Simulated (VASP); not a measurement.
# Ru (C2/m) in VASP: a series of runs

Ru is run at these levels: r2SCAN; tasks: electric field gradients.

Program: VASP 6.6.1. These are calculated values, not measurements. Logs are shortened: lines on timing, memory, paths and dates and some standing lists are left out, and cuts for length are marked.

**1. The cell of the first run**

It takes space group C2/m (No. 12, monoclinic). Conventional cell: a = 4.672 Å, b = 2.697 Å, c = 4.370 Å, α = 90.00°, β = 90.00°, γ = 90.00°. Within 3.3 Å of Ru (site symmetry m) lie 12 Ru at 2.52 to 2.82 Å.

**2. Electric field gradients, r2SCAN (shortest bond scaled by 0.94)**

POSCAR

```
Ru
1.0
    2.6974396414      0.0000000000      0.0000000000
   -1.3487198207      2.3360512546      0.0000000000
    0.0000000000      0.0000000000      4.3698522191
Ru
2
Direct
    0.3133333333      0.6566666667      0.2350000000
    0.6866666667      0.3433333333      0.7650000000
```

INCAR.step1

```
  ALGO = Normal
  EDIFF = 1E-4
  ENCUT = 520
  GGA = PE
  ISMEAR = -1
  LASPH = T
  LCHARG = F
  LREAL = F
  LWAVE = T
  NBANDS = 21
  NELM = 80
  PREC = Accurate
  SIGMA = 0.05
```

INCAR.step2

```
  ALGO = Normal
  EDIFF = 1E-8
  ENCUT = 520
  ISIF = 2
  ISMEAR = -1
  ISTART = 1
  LASPH = T
  LCHARG = F
  LEFG = T
  LMIXTAU = T
  LREAL = F
  LWAVE = F
  METAGGA = R2SCAN
  NBANDS = 21
  NELM = 80
  PREC = Accurate
  SIGMA = 0.05
```

KPOINTS

```
k-points
0
Gamma
  13 13 7
```

Potentials or basis: VASP PAW PBE potentials, release 64 (Ru_pv).

Started as:

```sh
cat potpaw_PBE.64/Ru_pv/POTCAR > POTCAR
cp INCAR.step1 INCAR
mpirun -np 1 vasp_std > vasp.out
cp INCAR.step2 INCAR
mpirun -np 1 vasp_std > vasp.out
```

OUTCAR:

```text
EDIFF = 1E-8
   ENCUT = 520
   ISIF = 2
   ISMEAR = -1
   ISTART = 1
   LASPH = T
   LREAL = F
   METAGGA = R2SCAN
   NELM = 80
   PREC = Accurate

 ion  position               nearest neighbor table
   1  0.313  0.657  0.235-   2 2.52   2 2.61   2 2.61   2 2.74   2 2.82   2 2.82
   2  0.687  0.343  0.765-   1 2.52   1 2.61   1 2.61   1 2.74   1 2.82   1 2.82

  LATTYP: Found a hexagonal cell.
 ALAT       =     2.6974396414
 C/A-ratio  =     1.6200000000

  Lattice vectors:

 A1 = (   2.6974396414,   0.0000000000,   0.0000000000)
 A2 = (  -1.3487198207,   2.3360512546,   0.0000000000)
 A3 = (   0.0000000000,   0.0000000000,   4.3698522191)

Analysis of symmetry for initial positions (statically):
=====================================================================
 Subroutine PRICEL returns:
 Original cell was already a primitive cell.

 Routine SETGRP: Setting up the symmetry group for a
 hexagonal supercell.

 Subroutine GETGRP returns: Found  4 space group operations
 (whereof  4 operations were pure point group operations)
 out of a pool of 24 trial point group operations.

The static configuration has the point symmetry C_2h.

Analysis of symmetry for dynamics (positions and initial velocities):
=====================================================================
 Subroutine PRICEL returns:
 Original cell was already a primitive cell.

 Routine SETGRP: Setting up the symmetry group for a
 hexagonal supercell.

 Subroutine GETGRP returns: Found  4 space group operations
 (whereof  4 operations were pure point group operations)
 out of a pool of 24 trial point group operations.

The dynamic configuration has the point symmetry C_2h.

 Subroutine INISYM returns: Found  4 space group operations
 (whereof  4 operations are pure point group operations),
 and found     1 'primitive' translations

----------------------------------------------------------------------------------------

                                     Primitive cell

  volume of cell :      27.5360

  direct lattice vectors                    reciprocal lattice vectors
     2.697439641  0.000000000  0.000000000     0.370721919  0.214036400  0.000000000
    -1.348719821  2.336051255  0.000000000     0.000000000  0.428072799  0.000000000
     0.000000000  0.000000000  4.369852219     0.000000000  0.000000000  0.228840691

  length of vectors
     2.697439641  2.697439641  4.369852219     0.428072799  0.428072799  0.228840691

  position of ions in fractional coordinates (direct lattice)
     0.313333333  0.656666667  0.235000000
     0.686666667  0.343333333  0.765000000

  ion indices of the primitive-cell ions
   primitive index   ion index
                 1           1
                 2           2

----------------------------------------------------------------------------------------

 KPOINTS: k-points

Automatic generation of k-mesh.
 Grid dimensions read from file:
 generate k-points for:   13   13    7

 Generating k-lattice:

  Cartesian coordinates                     Fractional coordinates (reciprocal lattice)
     0.028517071  0.016464338  0.000000000     0.076923077  0.000000000  0.000000000
     0.000000000  0.032928677  0.000000000     0.000000000  0.076923077  0.000000000
     0.000000000  0.000000000  0.032691527     0.000000000  0.000000000  0.142857143

  Length of vectors
     0.032928677  0.032928677  0.032691527

  Shift w.r.t. Gamma in fractional coordinates (k-lattice)
     0.000000000  0.000000000  0.000000000

 Subroutine IBZKPT returns following result:
 ===========================================

 Found    322 irreducible k-points:

 Following reciprocal coordinates:
            Coordinates               Weight
  0.000000  0.000000  0.000000      1.000000
  0.076923  0.000000  0.000000      2.000000
  0.000000  0.076923  0.000000      4.000000
  0.153846  0.000000  0.000000      2.000000
  0.000000  0.153846  0.000000      4.000000
  0.230769  0.000000  0.000000      2.000000
[... 16 lines left out ...]
 -0.076923  0.384615  0.000000      4.000000
 -0.384615  0.307692  0.000000      4.000000
 [... further k-points ...]
   k-points           NKPTS =    322   k-points in BZ     NKDIM =    322   number of bands    NBANDS=     21
   number of dos      NEDOS =    301   number of ions     NIONS =      2
   total plane-waves  NPLWV =  14400
   dimension x,y,z NGX =    20 NGY =   20 NGZ =   36
   dimension x,y,z NGXF=    40 NGYF=   40 NGZF=   72
   ions per type =               2
   NGX,Y,Z   is equivalent  to a cutoff of  12.33, 12.33, 13.70 a.u.
   NGXF,Y,Z  is equivalent  to a cutoff of  24.65, 24.65, 27.39 a.u.
 SYSTEM =  unknown system
   PREC   = accura    normal or accurate (medium, high low for compatibility)
   ISTART =      1    job   : 0-new  1-cont  2-samecut
   ICHARG =      0    charge: 1-file 2-atom 10-const
   ISPIN  =      1    spin polarized calculation?
   LNONCOLLINEAR =      F non collinear calculations
   LSORBIT =      F    spin-orbit coupling
   LASPH  =      T    aspherical Exc in radial PAW
   ENCUT  =  520.0 eV  38.22 Ry    6.18 a.u.   5.02  5.02  8.13*2*pi/ulx,y,z
   NELM   =     80;   NELMIN=  2; NELMDL=  0     # of ELM steps
   EDIFF  = 0.1E-07   stopping-criterion for ELM
   LREAL  =      F    real-space projection
   EDIFFG = 0.1E-06   stopping-criterion for IOM
   NSW    =      0    number of steps for IOM
   IBRION =     -1    ionic relax: 0-MD 1-quasi-New 2-CG
   NFREE  =      0    steps in history (QN), initial steepest desc. (CG)
   ISIF   =      2    stress and relaxation
   ISYM   =      2    0-nonsym 1-usesym 2-fastsym
   POTIM  = 0.5000    time-step for ionic-motion
   TEBEG  =    0.0;   TEEND  =   0.0 temperature during run
   PSTRESS=    0.0 pullay stress
   NELECT =      28.0000    total number of electrons
   NUPDOWN=      -1.0000    fix difference up-down
   EMIN   =  10.00;   EMAX   =-10.00  energy-range for DOS
   EFERMI =   0.00;   METHOD = LEGACY
   ISMEAR =    -1;   SIGMA  =   0.05  broadening in eV -4-tet -1-fermi 0-gaus
   EFERMI_NEDOS =   21; number of points for ismear=-14 and -15
   IALGO  =     38    algorithm
   IMIX   =      4    mixing-type and parameters
     AMIX     =   0.40;   BMIX     =  1.00
     AMIX_MAG =   1.60;   BMIX_MAG =  1.00
  volume/ion in A,a.u.               =      13.77        92.91
  Fermi-wavevector in a.u.,A,eV,Ry     =   1.646243  3.110948 36.873358  2.710115
  Thomas-Fermi vector in A             =   2.735904
   LORBIT       =      0    0 simple, 1 ext, 2 COOP (PROOUT), +10 PAW based schemes
   METAGGA = R2SCAN    functional components
   LHFCALC =     F    Hartree Fock is set to
   AEXX    =    0.0000 exact exchange contribution
   IVDW    =     0    specifies the selected vdW correction
   LEPSILON=     F    determine dielectric tensor
   LRPA    =     F    only Hartree local field effects (RPA)
 non-spin polarized calculation
  energy-cutoff  :      520.00
  volume of cell :       27.54
 maximum number of plane-waves:       764
   NGX =  9   NGY =  9   NGZ = 17

 number of electron      28.0000006 magnetization

 Free energy of the ion-electron system (eV)
  ---------------------------------------------------
  ext. energy  EPLUGINS =         0.00000000
  ---------------------------------------------------
  free energy    TOTEN  =       -50.71868333 eV

  energy without entropy =      -50.70325920  energy(sigma->0) =      -50.71097127

 E-fermi :  12.5146     XC(G=0): -15.2935

 val. band max:       12.5135729692   @ k =  -0.1538   0.3077   0.2857
 cond. band min:      12.5157368332   @ k =  -0.0769   0.3077   0.2857
 fundamental gap:      0.0021638639
 Fermi energy:        12.5145675177

 k-point     1 :       0.0000    0.0000    0.0000
  band No.  band energies     occupation
      1     -32.5592      2.00000
      2     -31.6020      2.00000
      3     -31.5353      2.00000
      4     -31.4036      2.00000
      5     -31.3924      2.00000
      6     -31.3717      2.00000
[... 13 lines left out ...]
     20      20.9052      0.00000
     21      22.5199      0.00000

 k-point     2 :       0.0769    0.0000    0.0000
  band No.  band energies     occupation
      1     -32.5377      2.00000
      2     -31.6529      2.00000
      3     -31.5529      2.00000
      4     -31.4406      2.00000
      5     -31.4086      2.00000
      6     -31.3793      2.00000
[... 520 lines left out ...]
 k-point    24 :      -0.3846    0.3077    0.0000
  band No.  band energies     occupation
      1     -32.2808      2.00000
      2     -32.2134      2.00000
      3     -31.9922      2.00000
      4     -31.7834      2.00000
      5     -31.5324      2.00000
      6     -31.5267      2.00000
[... 13 lines left out ...]
     20      22.1578      0.00000
     21      22.5475      0.00000

 [... further k-points ...]

------------------------ aborting loop because EDIFF is reached ----------------------------------------

  FORCE on cell =-STRESS in cart. coord.  units (eV):
  Direction    XX          YY          ZZ          XY          YZ          ZX
  --------------------------------------------------------------------------------------
  -------------------------------------------------------------------------------------
  Total        0.3038737      0.0380042     -1.3089485      0.2302498      0.1787564      0.3096149
  in kB       17.6808400      2.2112676    -76.1609373     13.3970427     10.4009120     18.0148881
  external PRESSURE =     -18.7562766 kB  Pullay stress =       0.0000000 kB

 VOLUME and BASIS-vectors are now :
 -----------------------------------------------------------------------------
  energy-cutoff  :      520.00
  volume of cell :       27.54
      direct lattice vectors                 reciprocal lattice vectors
     2.697439641  0.000000000  0.000000000     0.370721919  0.214036400  0.000000000
    -1.348719821  2.336051255  0.000000000     0.000000000  0.428072799  0.000000000
     0.000000000  0.000000000  4.369852219     0.000000000  0.000000000  0.228840691

 POSITION                                       TOTAL-FORCE (eV/Angst)
 -----------------------------------------------------------------------------------
     -0.04046      1.53401      1.02692         0.523785      0.302408      1.249160
      1.38918      0.80204      3.34294        -0.523785     -0.302408     -1.249160
 -----------------------------------------------------------------------------------
    total drift:                                0.000000     -0.000000     -0.000000

  FREE ENERGIE OF THE ION-ELECTRON SYSTEM (eV)
  ---------------------------------------------------
  free  energy   TOTEN  =       -50.7186833341 eV

  energy  without entropy=      -50.7032592038  energy(sigma->0) =      -50.71097127

 Electric field gradients (V/A^2)
---------------------------------------------------------------------
 ion       V_xx      V_yy      V_zz      V_xy      V_xz      V_yz
---------------------------------------------------------------------
   1      -0.750     3.204    -2.454    -3.422     3.720     2.148
   2      -0.750     3.204    -2.454    -3.422     3.720     2.148
---------------------------------------------------------------------

 Electric field gradients after diagonalization (V/A^2)
 (convention: |V_zz| > |V_xx| > |V_yy|)
----------------------------------------------------------------------
 ion       V_xx      V_yy      V_zz     asymmetry (V_yy - V_xx)/ V_zz
----------------------------------------------------------------------
   1       5.179     1.708    -6.887       0.504
   2       5.179     1.708    -6.887       0.504
----------------------------------------------------------------------

           NMR quadrupolar parameters

 Cq : quadrupolar parameter    Cq=e*Q*V_zz/h
 eta: asymmetry parameters     (V_yy - V_xx)/ V_zz
 Q  : nuclear electric quadrupole moment in mb (millibarn)
----------------------------------------------------------------------
 ion       Cq(MHz)       eta       Q (mb)
----------------------------------------------------------------------
   1      -0.017       0.504       1.000
   2      -0.017       0.504       1.000
----------------------------------------------------------------------
```

It took 4.3 min on 1 thread of Intel Xeon 6975P-C (Granite Rapids), shared host; peak memory 0.26 GiB.

What came out:

```
Free energy                             : -50.7187 eV
Pressure                                : -1.9 GPa
Largest force                           : 1.388 eV/Å
Band gap on the k mesh                  : zero (bands 14 and 15 overlap by 3.04 eV)
Largest electric field gradient by atom : Ru -6.9 V/Å²
```

Forces on the atoms (eV/Å):
```
Ru   0.524  0.302  1.249
Ru  -0.524 -0.302 -1.249
```

Electric field gradients, principal values (V/Å²):
```csv
atom,least,middle,greatest (by size)
1 Ru,1.708,5.179,-6.887
2 Ru,1.708,5.179,-6.887
```

Caveat: the cell differs from its parent crystal (shortest bond scaled by 0.94); the stress differs along the axes, from -8 to 2 GPa; without QUAD_EFG the Cq values of the log hold for a quadrupole moment of 1 mb, not for the nuclei; the PAW data sets were made with another functional, which shifts forces and pressure a little.

(Continued in part 2 of 2.)
